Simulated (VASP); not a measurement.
A run of VASP 6.6.1 is set up as follows.

The input INCAR:

```
SYSTEM = Al2Pt
ALGO = Normal ; EDIFF = 1E-6
ENCUT = 520 ; GGA = PS
ISIF = 2 ; ISMEAR = 0
LASPH = .TRUE. ; LCHARG = .TRUE.
LELF = .TRUE. ; LREAL = .FALSE.
LVHAR = .TRUE. ; LWAVE = .FALSE.
NBANDS = 15 ; NELM = 100
PREC = Accurate ; SIGMA = 0.1
```

KPOINTS

```
k-points
0
G
  6 6 6
  0 0 0
```

POSCAR

```
Al2Pt
1.0
    0.0000000000      2.9550000000      2.9550000000
    2.9550000000      0.0000000000      2.9550000000
    2.9550000000      2.9550000000      0.0000000000
Al Pt
2 1
Direct
    0.2500000000      0.2500000000      0.2500000000
    0.7500000000      0.7500000000      0.7500000000
    0.0000000000      0.0000000000      0.0000000000
```

Potentials or basis: VASP PAW PBE potentials, release 64 (Al, Pt).

Run with:

```console
$ cat potpaw_PBE.64/Al/POTCAR potpaw_PBE.64/Pt/POTCAR > POTCAR
$ mpirun -np 1 vasp_std > vasp.out
```

(1) What does it give for the band gap on the k mesh?

(2) Predict the pressure.

Results:

(1) zero (band 8 reaches 11.58 eV, above the bottom of band 9 at 6.19 eV).

(2) -1.1 GPa.

Caveat: the PAW data sets were made with another functional, which shifts forces and pressure a little; spin-orbit coupling is left out, which moves the levels of the heavy elements.
